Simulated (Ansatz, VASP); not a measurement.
Gd in VASP and in Ansatz

Contents of INCAR:

```
PREC     = Accurate       # precision mode
ENCUT    = 520            # plane-wave cutoff, eV
EDIFF    = 1E-6           # SCF threshold, eV
ISMEAR   = 0              # smearing method
SIGMA    = 0.05           # smearing width, eV
LREAL    = F              # projectors in reciprocal space
LASPH    = T              # aspherical terms in the spheres
NELM     = 150            # most SCF steps
ALGO     = Normal         # electronic algorithm
ISIF     = 2              # what is computed and relaxed
LWAVE    = F              # write WAVECAR
LCHARG   = F              # write CHGCAR
ISPIN    = 2              # spin polarisation
MAGMOM   = 0.5 0.5        # initial moments
LORBIT   = 11             # projections on sites
LMAXMIX  = 6              # l up to which the mixer works
GGA      = PE             # functional
NBANDS   = 29             # bands
```

KPOINTS

```
regular mesh
0
Gamma
  14 14 8
```

File POSCAR:

```
Gd
1.0
    3.6464664365      0.0000000000      0.0000000000
   -1.8232332183      3.1579325681      0.0000000000
    0.0000000000      0.0000000000      5.8308383863
Gd
2
Direct
    0.3333333333      0.6666666667      0.7500000000
    0.6666666667      0.3333333333      0.2500000000
```

Input for Ansatz:

```yaml
crystal:
  lattice:
    - [3.6464664349, 0.0, 0.0]
    - [-1.8232332175, 3.1579325667, 0.0]
    - [0.0, 0.0, 5.8308383841]
  atoms:
    - { symbol: Gd, position: [0.3333333333, 0.6666666667, 0.75], spin: 0.5 }
    - { symbol: Gd, position: [0.6666666667, 0.3333333333, 0.25], spin: 0.5 }
basis:
  ecutwfc: 420
  ecutrho_ratio: 4
kpoints:
  mp_grid: { grid: [14, 14, 8] }
hamiltonian:
  xc: pbe
scf:
  occupations: { method: gaussian, width: 0.05 }
output:
  forces: true
  stress: true
  eigenvalues: true
  populations: true
magnetization:
  spin_polarized: true
```

Alike in both runs: task single point; functional PBE; k mesh 14 × 14 × 8; occupations gaussian, width 0.05 eV; collinear spin.

|  | VASP | Ansatz |
| --- | --- | --- |
| version | VASP 6.6.1 | Ansatz 0.2.0 |
| potentials or method | VASP PAW PBE potentials, release 64 (Gd), cutoff 520 eV | scalar-relativistic, plane waves, PAW |
| valence electrons in the cell | 36 | 36 |

```tsv
	VASP	Ansatz	Ansatz less VASP
gap on the k mesh at the Fermi level (eV)	none	none	-
pressure (GPa)	-0.1	0.0	+0.14
net moment per atom (μB)	7.69	7.69	-0.002
size of the moment on the site where the two differ most (μB)	7.01	7.39	+0.375
```

Site moments also hang on the region over which each program counts them. A gap of «none» marks a metal or a gap that the smearing closes. The functional is the same, so the differences come from potentials, cutoffs and numerics. Ansatz's warnings: given moment on shells.

Neither program's run includes spin-orbit coupling.
